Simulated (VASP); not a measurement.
Input of a VASP 6.6.1 run:

Contents of INCAR:

```
PREC     = Accurate       # precision mode
ENCUT    = 500            # plane-wave cutoff, eV
EDIFF    = 1E-7           # SCF threshold, eV
ISMEAR   = 0              # smearing method
SIGMA    = 0.1            # smearing width, eV
LREAL    = F              # projectors in reciprocal space
LASPH    = T              # aspherical terms in the spheres
NELM     = 120            # most SCF steps
ALGO     = Normal         # electronic algorithm
ISIF     = 3              # what is computed and relaxed
LWAVE    = F              # write WAVECAR
LCHARG   = F              # write CHGCAR
GGA      = PE             # functional
IBRION   = 2              # ionic algorithm
NSW      = 90             # ionic steps
EDIFFG   = -0.04          # ionic threshold
GGA_COMPAT= F            
NELMIN   = 4
```

KPOINTS

```
regular mesh
0
Gamma
  4 4 2
```

POSCAR

```
Si2Sn
1.0
    4.1740531642      0.0000000000      0.0000000000
    0.1225176270      6.2212671714      0.0000000000
    0.0882901599      0.0456490548     11.0636435412
Si Sn
8 4
Direct
    0.9988663404      0.6893679723      0.1450491344
    0.9892935990      0.6804311030      0.6184880777
    0.5118424489      0.7980601167      0.5554674196
    0.5355650646      0.8153210713      0.0447311776
    0.5157446163      0.1775758985      0.5442373212
    0.5104589607      0.1990123355      0.0534840845
    0.0126678130      0.3124508183      0.1516157899
    0.9799774908      0.3079768628      0.6485964441
    0.4649574100      0.7667514770      0.3084521581
    0.4892637814      0.7399442681      0.8065103489
    0.5369661988      0.2658773132      0.3138446907
    0.4543962759      0.2472307634      0.8095233534
```

Potentials or basis: VASP PAW PBE potentials, release 64 (Si, Sn_d).

Run with:

```bash
$ cat potpaw_PBE.64/Si/POTCAR potpaw_PBE.64/Sn_d/POTCAR > POTCAR
$ mpirun -np 1 vasp_std > vasp.out
```

Q: What does it give for the space group after relaxing (to 0.1 Å)?

A: Pm (No. 6).

Q: Predict the relaxed volume.

A: 23.36 Å³/atom.

Q: Predict the band gap on the k mesh.

A: Zero (bands 44 and 45 overlap by 1.55 eV).

Q: Estimate the relaxed cell.

A: a = 3.793 Å, b = 6.313 Å, c = 11.884 Å, α = 90.01°, β = 80.02°, γ = 90.00°.

Final structure:
```yaml
crystal:
  lattice:
    - [3.77941, -0.03606, 0.32452]
    - [0.06138, 6.31263, -0.01374]
    - [1.05007, 0.01423, 11.83791]
  atoms:
    - { symbol: Si, position: [0.01041, 0.68481, 0.13774] }
    - { symbol: Si, position: [0.99470, 0.68534, 0.63874] }
    - { symbol: Si, position: [0.54793, 0.81501, 0.54116] }
    - { symbol: Si, position: [0.56419, 0.81386, 0.03943] }
    - { symbol: Si, position: [0.54889, 0.18541, 0.54036] }
    - { symbol: Si, position: [0.56174, 0.18452, 0.03980] }
    - { symbol: Si, position: [0.00768, 0.31402, 0.13804] }
    - { symbol: Si, position: [0.99547, 0.31472, 0.63824] }
    - { symbol: Sn, position: [0.45220, 0.75332, 0.32095] }
    - { symbol: Sn, position: [0.43281, 0.75239, 0.82233] }
    - { symbol: Sn, position: [0.44648, 0.24877, 0.32089] }
    - { symbol: Sn, position: [0.43748, 0.24784, 0.82233] }
```

Caveat: the k points lie up to 0.42 Å⁻¹ apart in the final cell, too coarse for converged energies and pressures of a metal; spin-orbit coupling is left out, which moves the levels of the heavy elements.
